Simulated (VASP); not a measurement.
A run of VASP 6.6.1 is set up as follows.

File INCAR:

```
ALGO = Normal
EDIFF = 1E-6
ENCUT = 500
GGA = PS
GGA_COMPAT = False
ISIF = 2
ISMEAR = 1
IVDW = 12
LASPH = True
LCHARG = True
LELF = True
LREAL = False
LVHAR = True
LWAVE = False
NBANDS = 11
NELM = 120
PREC = Accurate
SIGMA = 0.15
```

The input KPOINTS:

```
k-points
0
Gamma
  9 9 9
```

POSCAR

```
Ca
1.0
    2.6994125019      0.0000000000      0.0000000000
    0.0000000000      2.6994125019      0.0000000000
    0.0000000000      0.0000000000      2.6994125019
Ca
1
Direct
    0.0000000000      0.0000000000      0.0000000000
```

Potentials or basis: VASP PAW PBE potentials, release 64 (Ca_sv).

Launch:

```bash
$ cat potpaw_PBE.64/Ca_sv/POTCAR > POTCAR
$ mpirun -np 1 vasp_std > vasp.out
```

**Question.** What does it give for the band gap on the k mesh?

**Answer.** 0.09 eV, indirect (least direct gap 0.29 eV).

**Question.** What does it give for the pressure?

**Answer.** 25.6 GPa.

**Question.** What does it give for the dispersion energy per atom?

**Answer.** -0.526 eV.

Caveat: three body term missing; the PAW data sets were made with another functional, which shifts forces and pressure a little. A k mesh can miss the band edges.
